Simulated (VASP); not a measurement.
A run of VASP 6.6.1:

POSCAR

```
Cs2SnI6
1.0
    0.0000000000      5.9202858153      5.9202858153
    5.9202858153      0.0000000000      5.9202858153
    5.9202858153      5.9202858153      0.0000000000
Cs Sn I
2 1 6
Direct
    0.2500000000      0.2500000000      0.2500000000
    0.7500000000      0.7500000000      0.7500000000
    0.0000000000      0.0000000000      0.0000000000
    0.7563553592      0.2436446408      0.2436446408
    0.2436446408      0.7563553592      0.2436446408
    0.2436446408      0.7563553592      0.7563553592
    0.7563553592      0.2436446408      0.7563553592
    0.2436446408      0.2436446408      0.7563553592
    0.7563553592      0.7563553592      0.2436446408
```

File INCAR.step1:

```
SYSTEM = Cs2SnI6
ALGO = Normal
EDIFF = 1E-5
ENCUT = 400
GGA = PE
GGA_COMPAT = .FALSE.
ISIF = 2
ISMEAR = 0
LASPH = .TRUE.
LCHARG = .FALSE.
LREAL = .FALSE.
LWAVE = .TRUE.
NBANDS = 47
NELM = 120
PREC = Accurate
SIGMA = 0.01
```

INCAR.step2

```
SYSTEM = Cs2SnI6
ALGO = Normal
EDIFF = 1E-6
ENCUT = 400
GGA = PE
GGA_COMPAT = .FALSE.
HFSCREEN = 0.2079
ISIF = 2
ISMEAR = 0
ISTART = 1
LASPH = .TRUE.
LCHARG = .FALSE.
LHFCALC = .TRUE.
LREAL = .FALSE.
LWAVE = .FALSE.
NBANDS = 47
NELM = 120
PREC = Accurate
PRECFOCK = Fast
SIGMA = 0.01
```

The input KPOINTS:

```
k-points
0
G
  2 2 2
  0 0 0
```

Potentials or basis: VASP PAW PBE potentials, release 64 (Cs_sv, Sn_d, I).

Run with:

```bash
$ cat potpaw_PBE.64/Cs_sv/POTCAR potpaw_PBE.64/Sn_d/POTCAR potpaw_PBE.64/I/POTCAR > POTCAR
$ cp INCAR.step1 INCAR
$ mpirun -np 1 vasp_std > vasp.out
$ cp INCAR.step2 INCAR
$ mpirun -np 1 vasp_std > vasp.out
```

Hardware: 1 thread of Intel(R) Xeon(R) 6975P-C (Granite Rapids) (shared host).

Question: Estimate the wall time of this run.

Answer: It took 8.1 min on 1 thread of Intel(R) Xeon(R) 6975P-C (Granite Rapids) (shared host), peak memory 0.59 GiB. Counts: k points 3.
